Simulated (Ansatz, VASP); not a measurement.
## Ga in VASP and in Ansatz

File INCAR:

```
PREC = Accurate
ENCUT = 520
EDIFF = 1E-6
ISMEAR = -1
SIGMA = 0.05
LREAL = F
LASPH = T
NELM = 60
ALGO = Normal
ISIF = 2
LWAVE = F
LCHARG = F
GGA = PS
NBANDS = 34
```

Contents of KPOINTS:

```
Automatic mesh
0
Gamma
  9 9 8
```

POSCAR

```
Ga
1.0
    2.1876895000     -3.7077280000      0.0000000000
    2.1876895000      3.7077280000      0.0000000000
    0.0000000000      0.0000000000      4.5167000000
Ga
4
Direct
    0.1525000000      0.8475000000      0.0785000000
    0.6525000000      0.3475000000      0.4215000000
    0.8475000000      0.1525000000      0.9215000000
    0.3475000000      0.6525000000      0.5785000000
```

Input for Ansatz:

```yaml
crystal:
  lattice:
    - [2.1876895, -3.707728, 0.0]
    - [2.1876895, 3.707728, 0.0]
    - [0.0, 0.0, 4.5167]
  atoms:
    - { symbol: Ga, position: [0.1525, 0.8475, 0.0785] }
    - { symbol: Ga, position: [0.6525, 0.3475, 0.4215] }
    - { symbol: Ga, position: [0.8475, 0.1525, 0.9215] }
    - { symbol: Ga, position: [0.3475, 0.6525, 0.5785] }
kpoints:
  mp_grid: { grid: [9, 9, 8] }
  band_path:
    path:
      - [0.0, 0.0, 0.0]
      - [-0.5, 0.5, 0.0]
      - [-0.337035342, 0.662964658, 0.0]
      - [0.337035342, 0.337035342, 0.0]
      - [0.0, 0.0, 0.0]
      - [0.0, 0.0, 0.5]
      - [0.337035342, 0.337035342, 0.5]
      - [-0.337035342, 0.662964658, 0.5]
      - [-0.5, 0.5, 0.5]
    npoints: 5
scf:
  occupations: { method: fermi_dirac, width: 0.05 }
hamiltonian:
  xc: pbesol
  pseudopotentials: { kind: all_electron, lapw: { basis_error: 0.001 } }
output:
  forces: true
  stress: true
  eigenvalues: true
```

Change from the starting cell: equal xx and yy strain of -3 %.

Alike in both runs: task single point; functional PBEsol; k mesh 9 × 9 × 8; occupations fermi-dirac, width 0.05 eV; no spin polarisation.

|  | VASP | Ansatz |
| --- | --- | --- |
| version | VASP 6.6.1 | Ansatz 0.2.0 |
| potentials or method | VASP PAW PBE potentials, release 64 (Ga_d), cutoff 520 eV | all-electron LAPW, scalar-relativistic |

```tsv
	VASP	Ansatz	Ansatz less VASP
pressure (GPa)	3.0	2.9	-0.01
traceless stress, the component that is largest in VASP (GPa)	4.02	4.03	+0.006
rms of the force components (eV/Å)	0.353	0.355	+0.0028
```

VASP's potentials were made for PBE, not for PBEsol. Atom by atom the forces differ by 0.003 eV/Å (rms over components). Ansatz ran all-electron here, and VASP with PAW potentials.
